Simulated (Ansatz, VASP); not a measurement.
One calculation of BaCaF4, two programs

```
Ca F Ba
1.0
     4.07066    0.00000    0.00000
     0.00000    4.07066    0.00000
     0.00000    0.00000    5.96470
Ca F Ba
1 4 1
Direct
  0.00000 0.00000 0.00000
  0.00000 0.50000 0.77728
  0.00000 0.50000 0.22272
  0.50000 0.00000 0.22272
  0.50000 0.00000 0.77728
  0.50000 0.50000 0.50000
```

Alike in both runs: task single point; functional PBE; k mesh 6 × 6 × 4; occupations fermi-dirac, width 0.02 eV; no spin polarisation.

|  | VASP | Ansatz |
| --- | --- | --- |
| version | VASP 6.6.1 | Ansatz 0.2.0 |
| potentials or method | VASP PAW PBE potentials, release 64 (Ca_sv, F, Ba_sv) | plane waves, PAW |
| plane-wave cutoff (eV) | 520 | 420 |
| valence electrons in the cell | 48 | 48 |

|  | VASP | Ansatz | Ansatz less VASP |
| --- | --- | --- | --- |
| gap on the k mesh at the Fermi level (eV) | 6.22 | 6.28 | +0.067 |
| pressure (GPa) | 3.1 | 2.2 | -0.91 |
| rms of the force components (eV/Å) | 0.002 | 0.032 | +0.0299 |

Spin-orbit coupling is off throughout.
